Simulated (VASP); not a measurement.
# CuO in VASP: single point with PBE+U

Aim: the single point of CuO with PBE+U.

All numbers are computed with VASP 6.6.1; they aren't measurements. Logs are shortened: lines on timing, memory, paths and dates and some standing lists are left out, and cuts for length are marked.

## Step 1: The cell of the first run

The typed cell holds 4 atoms: a = 2.964 Å, b = 2.964 Å, c = 5.173 Å, α = 90.00°, β = 90.00°, γ = 89.79°.

## Step 2: Single point, PBE+U

Contents of INCAR:

```
PREC = Accurate ; ENCUT = 520
EDIFF = 1E-6 ; ISMEAR = 0
SIGMA = 0.1 ; LREAL = F
LASPH = T ; NELM = 150
ALGO = Normal ; ISIF = 2
LWAVE = F ; LCHARG = T
LMAXMIX = 4 ; LDAU = T
LDAUTYPE = 2 ; LDAUL = 2 -1
LDAUU = 4 0 ; LDAUJ = 0 0
LDAUPRINT = 1 ; GGA = PE
LELF = T ; LVHAR = T
NBANDS = 25
```

Contents of KPOINTS:

```
Automatic mesh
0
Gamma
  14 14 8
```

Contents of POSCAR:

```
CuO
1.0
    2.0928844530     -2.0916658819      0.1658158414
    2.0928844530      2.0916658819      0.1658158414
   -0.4083045632      0.0000000000      5.1572713731
Cu O
2 2
Direct
    0.0000000000      0.5000000000      0.0000000000
    0.5000000000      0.0000000000      0.5000000000
    0.4999943924      0.5000056076      0.2500000000
    0.5000056076      0.4999943924      0.7500000000
```

Potentials or basis: VASP PAW PBE potentials, release 64 (Cu, O).

Started as:

```bash
$ cat potpaw_PBE.64/Cu/POTCAR potpaw_PBE.64/O/POTCAR > POTCAR
$ mpirun -np 1 vasp_std > vasp.out
```

OUTCAR:

```text
PREC = Accurate
   ENCUT = 520
   EDIFF = 1E-6
   ISMEAR = 0
   LREAL = F
   LASPH = T
   NELM = 150
   ISIF = 2
   GGA = PE

 ion  position               nearest neighbor table
   1  0.000  0.500  0.000-   4 1.97   3 1.97   4 1.97   3 1.97
   2  0.500  0.000  0.500-   3 1.97   4 1.97   4 1.97   3 1.97
   3  0.500  0.500  0.250-   1 1.97   2 1.97   2 1.97   1 1.97
   4  0.500  0.500  0.750-   2 1.97   1 1.97   2 1.97   1 1.97

  LATTYP: Found a base centered monoclinic cell.
 ALAT       =     4.1988856745
 B/A-ratio  =     0.9962957051
 C/A-ratio  =     1.2320909394
 COS(beta)  =    -0.0000573615

  Lattice vectors:

 A1 = (  -2.0928844530,   2.0916658819,  -0.1658158414)
 A2 = (  -2.0928844530,  -2.0916658819,  -0.1658158414)
 A3 = (  -0.4083045632,   0.0000000000,   5.1572713731)

Analysis of symmetry for initial positions (statically):
=====================================================================
 Subroutine PRICEL returns:
 Original cell was already a primitive cell.

 Routine SETGRP: Setting up the symmetry group for a
 base centered monoclinic supercell.

 Subroutine GETGRP returns: Found  4 space group operations
 (whereof  2 operations were pure point group operations)
 out of a pool of  4 trial point group operations.

The static configuration has the point symmetry S_2 .
 The point group associated with its full space group is C_2h.

Analysis of symmetry for dynamics (positions and initial velocities):
=====================================================================
 Subroutine PRICEL returns:
 Original cell was already a primitive cell.

 Routine SETGRP: Setting up the symmetry group for a
 base centered monoclinic supercell.

 Subroutine GETGRP returns: Found  4 space group operations
 (whereof  2 operations were pure point group operations)
 out of a pool of  4 trial point group operations.

The dynamic configuration has the point symmetry S_2 .
 The point group associated with its full space group is C_2h.

 Subroutine INISYM returns: Found  4 space group operations
 (whereof  2 operations are pure point group operations),
 and found     1 'primitive' translations

----------------------------------------------------------------------------------------

                                     Primitive cell

  volume of cell :      45.4363

  direct lattice vectors                    reciprocal lattice vectors
     2.092884453 -2.091665882  0.165815841     0.237415529 -0.239043914  0.018796343
     2.092884453  2.091665882  0.165815841     0.237415529  0.239043914  0.018796343
    -0.408304563  0.000000000  5.157271373    -0.015266699  0.000000000  0.192692311

  length of vectors
     2.963566498  2.963566498  5.173408995     0.337433592  0.337433592  0.193296142

  position of ions in fractional coordinates (direct lattice)
     1.000000000  0.500000000  0.000000000
     0.500000000  1.000000000  0.500000000
     0.499994392  0.500005608  0.250000000
     0.500005608  0.499994392  0.750000000

  ion indices of the primitive-cell ions
   primitive index   ion index
                 1           1
                 2           2
                 3           3
                 4           4

----------------------------------------------------------------------------------------

[... 100 lines left out ...]
   AEXX    =    0.0000 exact exchange contribution
   IVDW    =     0    specifies the selected vdW correction
   LEPSILON=     F    determine dielectric tensor
   LRPA    =     F    only Hartree local field effects (RPA)
 non-spin polarized calculation
 Gauss-broadening in eV      SIGMA  =   0.10
  energy-cutoff  :      520.00
  volume of cell :       45.44
 maximum number of plane-waves:      1243
 NGX is ok and might be reduce to    24
   NGX = 11   NGY = 11   NGZ = 19

atom =   1  type =  1  l = 2

 onsite density matrix

spin component  1

  0.9436  0.0053  0.0133 -0.0087  0.0006
  0.0053  0.8773  0.0128  0.0845 -0.0067
  0.0133  0.0128  0.9658 -0.0123  0.0009
 -0.0087  0.0845 -0.0123  0.8785  0.0067
  0.0006 -0.0067  0.0009  0.0067  0.9621

spin component  2

  0.9436  0.0053  0.0133 -0.0087  0.0006
  0.0053  0.8773  0.0128  0.0845 -0.0067
  0.0133  0.0128  0.9658 -0.0123  0.0009
 -0.0087  0.0845 -0.0123  0.8785  0.0067
  0.0006 -0.0067  0.0009  0.0067  0.9621

 occupancies and eigenvectors

  o =  0.7906  v = -0.0558  0.7036 -0.0966 -0.6995  0.0557  0.0000  0.0000  0.0000  0.0000  0.0000      0.0000  0.0000  0.0000  0.0000  0.0000  0.0000  0.0000  0.0000  0.0000  0.0000
  o =  0.7906  v =  0.0000  0.0000  0.0000  0.0000  0.0000 -0.0558  0.7036 -0.0966 -0.6995  0.0557      0.0000  0.0000  0.0000  0.0000  0.0000  0.0000  0.0000  0.0000  0.0000  0.0000
  o =  0.9372  v = -0.9006 -0.0713  0.4248 -0.0583  0.0032  0.0000  0.0000  0.0000  0.0000  0.0000      0.0000  0.0000  0.0000  0.0000  0.0000  0.0000  0.0000  0.0000  0.0000  0.0000
  o =  0.9372  v =  0.0000  0.0000  0.0000  0.0000  0.0000 -0.9006 -0.0713  0.4248 -0.0583  0.0032      0.0000  0.0000  0.0000  0.0000  0.0000  0.0000  0.0000  0.0000  0.0000  0.0000
  o =  0.9625  v = -0.0559  0.7062  0.0962  0.6971 -0.0544  0.0000  0.0000  0.0000  0.0000  0.0000      0.0000  0.0000  0.0000  0.0000  0.0000  0.0000  0.0000  0.0000  0.0000  0.0000
  o =  0.9625  v =  0.0000  0.0000  0.0000  0.0000  0.0000 -0.0559  0.7062  0.0962  0.6971 -0.0544      0.0000  0.0000  0.0000  0.0000  0.0000  0.0000  0.0000  0.0000  0.0000  0.0000
  o =  0.9627  v = -0.0012  0.0007 -0.0055 -0.0778 -0.9970  0.0000  0.0000  0.0000  0.0000  0.0000      0.0000  0.0000  0.0000  0.0000  0.0000  0.0000  0.0000  0.0000  0.0000  0.0000
  o =  0.9627  v =  0.0000  0.0000  0.0000  0.0000  0.0000 -0.0012  0.0007 -0.0055 -0.0778 -0.9970      0.0000  0.0000  0.0000  0.0000  0.0000  0.0000  0.0000  0.0000  0.0000  0.0000
  o =  0.9743  v =  0.0000  0.0000  0.0000  0.0000  0.0000  0.4275  0.0339  0.8949 -0.1232  0.0041      0.0000  0.0000  0.0000  0.0000  0.0000  0.0000  0.0000  0.0000  0.0000  0.0000
  o =  0.9743  v =  0.4275  0.0339  0.8949 -0.1232  0.0041  0.0000  0.0000  0.0000  0.0000  0.0000      0.0000  0.0000  0.0000  0.0000  0.0000  0.0000  0.0000  0.0000  0.0000  0.0000

atom =   2  type =  1  l = 2

 onsite density matrix

spin component  1

  0.9436  0.0053 -0.0133  0.0087 -0.0006
  0.0053  0.8773 -0.0128 -0.0845  0.0067
 -0.0133 -0.0128  0.9658 -0.0123  0.0009
  0.0087 -0.0845 -0.0123  0.8785  0.0067
 -0.0006  0.0067  0.0009  0.0067  0.9621

spin component  2

  0.9436  0.0053 -0.0133  0.0087 -0.0006
  0.0053  0.8773 -0.0128 -0.0845  0.0067
 -0.0133 -0.0128  0.9658 -0.0123  0.0009
  0.0087 -0.0845 -0.0123  0.8785  0.0067
 -0.0006  0.0067  0.0009  0.0067  0.9621

 occupancies and eigenvectors

  o =  0.7906  v =  0.0558 -0.7036 -0.0966 -0.6995  0.0557  0.0000  0.0000  0.0000  0.0000  0.0000      0.0000  0.0000  0.0000  0.0000  0.0000  0.0000  0.0000  0.0000  0.0000  0.0000
  o =  0.7906  v =  0.0000  0.0000  0.0000  0.0000  0.0000  0.0558 -0.7036 -0.0966 -0.6995  0.0557      0.0000  0.0000  0.0000  0.0000  0.0000  0.0000  0.0000  0.0000  0.0000  0.0000
  o =  0.9372  v =  0.9006  0.0713  0.4248 -0.0583  0.0032  0.0000  0.0000  0.0000  0.0000  0.0000      0.0000  0.0000  0.0000  0.0000  0.0000  0.0000  0.0000  0.0000  0.0000  0.0000
  o =  0.9372  v =  0.0000  0.0000  0.0000  0.0000  0.0000  0.9006  0.0713  0.4248 -0.0583  0.0032      0.0000  0.0000  0.0000  0.0000  0.0000  0.0000  0.0000  0.0000  0.0000  0.0000
  o =  0.9625  v =  0.0559 -0.7062  0.0962  0.6971 -0.0544  0.0000  0.0000  0.0000  0.0000  0.0000      0.0000  0.0000  0.0000  0.0000  0.0000  0.0000  0.0000  0.0000  0.0000  0.0000
  o =  0.9625  v =  0.0000  0.0000  0.0000  0.0000  0.0000  0.0559 -0.7062  0.0962  0.6971 -0.0544      0.0000  0.0000  0.0000  0.0000  0.0000  0.0000  0.0000  0.0000  0.0000  0.0000
  o =  0.9627  v =  0.0012 -0.0007 -0.0055 -0.0778 -0.9970  0.0000  0.0000  0.0000  0.0000  0.0000      0.0000  0.0000  0.0000  0.0000  0.0000  0.0000  0.0000  0.0000  0.0000  0.0000
  o =  0.9627  v =  0.0000  0.0000  0.0000  0.0000  0.0000  0.0012 -0.0007 -0.0055 -0.0778 -0.9970      0.0000  0.0000  0.0000  0.0000  0.0000  0.0000  0.0000  0.0000  0.0000  0.0000
  o =  0.9743  v =  0.0000  0.0000  0.0000  0.0000  0.0000 -0.4275 -0.0339  0.8949 -0.1232  0.0041      0.0000  0.0000  0.0000  0.0000  0.0000  0.0000  0.0000  0.0000  0.0000  0.0000
  o =  0.9743  v = -0.4275 -0.0339  0.8949 -0.1232  0.0041  0.0000  0.0000  0.0000  0.0000  0.0000      0.0000  0.0000  0.0000  0.0000  0.0000  0.0000  0.0000  0.0000  0.0000  0.0000

 number of electron      34.0000026 magnetization

 Free energy of the ion-electron system (eV)
  ---------------------------------------------------
  ext. energy  EPLUGINS =         0.00000000
  ---------------------------------------------------
  free energy    TOTEN  =       -16.97115936 eV

  energy without entropy =      -16.95931649  energy(sigma->0) =      -16.96523793

 E-fermi :   4.2499     XC(G=0): -11.1130

 val. band max:        4.2471187264   @ k =   0.0714   0.0714   0.5000
 cond. band min:       4.2538622881   @ k =  -0.2143   0.0714   0.1250
 fundamental gap:      0.0067435617
 Fermi energy:         4.2498804906

 k-point     1 :       0.0000    0.0000    0.0000
  band No.  band energies     occupation
      1     -15.1110      2.00000
      2     -13.8435      2.00000
      3      -3.5636      2.00000
      4      -1.1155      2.00000
      5      -1.1082      2.00000
      6       0.0675      2.00000
[... 661 lines left out ...]
     24      17.2939      0.00000
     25      19.2119      0.00000

 [... further k-points ...]

------------------------ aborting loop because EDIFF is reached ----------------------------------------

  FORCE on cell =-STRESS in cart. coord.  units (eV):
  Direction    XX          YY          ZZ          XY          YZ          ZX
  --------------------------------------------------------------------------------------
  -------------------------------------------------------------------------------------
  Total       -0.8504860     -0.8359060     -1.0173657      0.0000000      0.0000000      0.0127288
  in kB      -29.9898681    -29.4757485    -35.8743884      0.0000000      0.0000000      0.4488431
  external PRESSURE =     -31.7800017 kB  Pullay stress =       0.0000000 kB

 VOLUME and BASIS-vectors are now :
 -----------------------------------------------------------------------------
  energy-cutoff  :      520.00
  volume of cell :       45.44
      direct lattice vectors                 reciprocal lattice vectors
     2.092884453 -2.091665882  0.165815841     0.237415529 -0.239043914  0.018796343
     2.092884453  2.091665882  0.165815841     0.237415529  0.239043914  0.018796343
    -0.408304563  0.000000000  5.157271373    -0.015266699  0.000000000  0.192692311

 POSITION                                       TOTAL-FORCE (eV/Angst)
 -----------------------------------------------------------------------------------
      1.04644      1.04583      0.08291        -0.000000      0.000000      0.000000
      0.84229     -1.04583      2.66154        -0.000000     -0.000000      0.000000
      1.99081      0.00002      1.45513         0.000000      0.000168     -0.000000
      1.78666     -0.00002      4.03377         0.000000     -0.000168     -0.000000
 -----------------------------------------------------------------------------------
    total drift:                                0.000000      0.000000     -0.000000

  FREE ENERGIE OF THE ION-ELECTRON SYSTEM (eV)
  ---------------------------------------------------
  free  energy   TOTEN  =       -16.9711593598 eV

  energy  without entropy=      -16.9593164937  energy(sigma->0) =      -16.96523793
```

It took 2.7 min on 1 thread of Intel Xeon 6975P-C (Granite Rapids), shared host; peak memory 0.48 GiB.

Results:

* Free energy: -16.9712 eV
* Pressure: -3.2 GPa
* Band gap on the k mesh: zero (bands 17 and 18 overlap by 1.20 eV)

Levels at points of the mesh, in eV from the Fermi level:
```csv
k point,band 14,band 15,band 16,band 17,band 18,band 19,band 20,band 21
"(0.00, 0.00, 0.00)",-3.08,-2.47,-2.10,0.65,0.66,1.49,6.44,7.39
"(0.50, 0.00, 0.00)",-2.39,-2.13,-1.75,0.26,0.51,4.20,6.00,6.73
"(0.50, 0.50, 0.00)",-3.15,-1.76,-1.70,-1.70,1.15,2.64,7.66,10.00
"(0.00, 0.00, 0.50)",-2.75,-1.85,-1.85,0.15,0.15,3.58,3.58,11.90
"(0.50, 0.00, 0.50)",-2.58,-2.55,-2.40,-0.28,0.63,4.73,6.03,8.56
"(0.50, 0.50, 0.50)",-2.33,-1.95,-1.95,-0.53,-0.53,4.41,4.41,10.66
```

Eigenvalues of the final occupation matrices:
| site | spin | trace | eigenvalues |
| --- | --- | --- | --- |
| site 1 d | 1 | 4.63 | 0.79 0.94 0.96 0.96 0.97 |
| site 1 d | 2 | 4.63 | 0.79 0.94 0.96 0.96 0.97 |
| site 2 d | 1 | 4.63 | 0.79 0.94 0.96 0.96 0.97 |
| site 2 d | 2 | 4.63 | 0.79 0.94 0.96 0.96 0.97 |

Caveat: the cell stands under tension; U without spin polarisation on a metal has little footing.
